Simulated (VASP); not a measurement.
FeSi, 8 atoms in the cell. The structure is cubic, space group P2_13 (No. 198). The conventional cell has a = 4.448 Å, b = 4.448 Å, c = 4.448 Å, α = 90.00°, β = 90.00°, γ = 90.00°. Within 3.0 Å of Fe (site symmetry 3) lie 7 Si at 2.27 to 2.50 Å and 6 Fe at 2.73 Å. Within 3.0 Å of Si (site symmetry 3) lie 7 Fe at 2.27 to 2.50 Å and 6 Si at 2.76 Å. 

```yaml
Program: VASP 6.6.1
Task: single point
Functional: PBE
Potentials_or_basis: VASP PAW PBE potentials, release 64 (Fe, Si)
Cutoff: 520 eV
k_mesh: 8 × 8 × 8
Occupations: gaussian, width 0.01 eV
Spin: no spin polarisation
Dipole_correction: no
Further_INCAR_settings: ALGO = Normal; EDIFF = 1e-07; NBANDS = 34
```

Potentials or basis: VASP PAW PBE potentials, release 64 (Fe, Si).

Launch:

```bash
$ cat potpaw_PBE.64/Fe/POTCAR potpaw_PBE.64/Si/POTCAR > POTCAR
$ mpirun -np 1 vasp_std > vasp.out
```

Hardware: 1 thread of Intel(R) Xeon(R) 6975P-C (Granite Rapids) (shared host).

Q: Estimate the wall time of this run.

A: It took 55 s on 1 thread of Intel(R) Xeon(R) 6975P-C (Granite Rapids) (shared host), peak memory 0.26 GiB. Counts: scf iterations 16, k points 45.
